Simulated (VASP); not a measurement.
## Al3Ni3N: single point with PBEsol

Al3Ni3N, a slab with vacuum:

```
CELL_PARAMETERS angstrom
2.86217 0.00000 0.00000
0.00000 2.86217 0.00000
0.00000 0.00000 26.15541
ATOMIC_POSITIONS crystal
Ni 0.50000 0.50000 0.32498
Ni 0.50000 0.50000 0.43441
Ni 0.50000 0.50000 0.54611
Al 0.00000 0.00000 0.37970
Al 0.00000 0.00000 0.48925
Al 0.00000 0.00000 0.59747
N 0.33333 0.33333 0.63404
```

```yaml
Program: VASP 6.6.1
Task: single point
Functional: PBEsol
Potentials_or_basis: VASP PAW PBE potentials, release 64 (Ni, Al, N)
Cutoff: 520 eV
k_mesh: 10 × 10 × 1
Occupations: gaussian, width 0.1 eV
Spin: no spin polarisation
Dipole_correction: yes
Further_INCAR_settings: ALGO = Normal; EDIFF = 1e-07; NBANDS = 31
```

```json
{
  "Largest force": "5.597 eV/Å",
  "Band gap on the k mesh": "zero (bands 22 and 23 overlap by 0.78 eV)"
}
```

Forces in eV/Å, atoms in the order of the input:
```
Ni   0.005  0.005  0.706
Ni  -0.021 -0.021  0.481
Ni  -0.147 -0.147 -0.856
Al   0.005  0.005 -0.983
Al  -0.042 -0.042  0.003
Al  -3.757 -3.757  0.577
N    3.957  3.957  0.073
```

Levels at points of the mesh, in eV from the Fermi level:
| k point | band 19 | band 20 | band 21 | band 22 | band 23 | band 24 | band 25 | band 26 |
| --- | --- | --- | --- | --- | --- | --- | --- | --- |
| (0.00, 0.00, 0.00) | -0.69 | -0.54 | -0.47 | 0.04 | 0.27 | 1.57 | 3.24 | 4.80 |
| (0.50, 0.00, 0.00) | -0.82 | -0.77 | -0.74 | -0.69 | -0.19 | 0.42 | 1.69 | 2.72 |
| (0.50, 0.50, 0.00) | -0.81 | -0.29 | -0.17 | 0.59 | 0.63 | 1.61 | 2.12 | 2.47 |

Run time: 5.9 min on 1 thread of Intel(R) Xeon(R) 6975P-C (Granite Rapids), on a shared host, peak memory 0.43 GiB.

Caveat: the PAW data sets were made with another functional, which shifts forces and pressure a little; the run has no spin polarisation, though such a crystal can be magnetic. Spin polarisation is off, so any magnetic state and its effect on volume and gap are missing.
